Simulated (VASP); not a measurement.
A run of VASP 6.6.1:

The input POSCAR:

```
Ti
1.0
    0.0000000000      2.1579091975      1.9523940359
    2.1579091975      0.0000000000      1.9523940359
    2.1579091975      2.1579091975      0.0000000000
Ti
1
Direct
    0.0000000000      0.0000000000      0.0000000000
```

INCAR.step1

```
SYSTEM = Ti
ALGO = Normal
EDIFF = 1E-4
ENCUT = 520
GGA = PE
ISMEAR = 0
LASPH = .TRUE.
LCHARG = .FALSE.
LREAL = .FALSE.
LWAVE = .TRUE.
NBANDS = 12
NELM = 60
PREC = Accurate
SIGMA = 0.15
```

File INCAR.step2:

```
SYSTEM = Ti
ALGO = Normal
EDIFF = 1E-7
ENCUT = 520
ISIF = 2
ISMEAR = 0
ISTART = 1
LASPH = .TRUE.
LCHARG = .FALSE.
LMIXTAU = .TRUE.
LREAL = .FALSE.
LWAVE = .FALSE.
METAGGA = R2SCAN
NBANDS = 12
NELM = 60
PREC = Accurate
SIGMA = 0.15
```

The input KPOINTS:

```
k-points
0
G
  26 26 26
  0 0 0
```

Potentials or basis: VASP PAW PBE potentials, release 64 (Ti_sv).

Run with:

```bash
$ cat potpaw_PBE.64/Ti_sv/POTCAR > POTCAR
$ cp INCAR.step1 INCAR
$ mpirun -np 1 vasp_std > vasp.out
$ cp INCAR.step2 INCAR
$ mpirun -np 1 vasp_std > vasp.out
```

Hardware: 1 thread of Intel Xeon 8259CL (shared host).

Question: How long does it take, and how much memory?

Answer: Run time: 21 min on 1 thread of Intel Xeon 8259CL (shared host), peak memory 0.39 GiB. Counts: k points 1330.
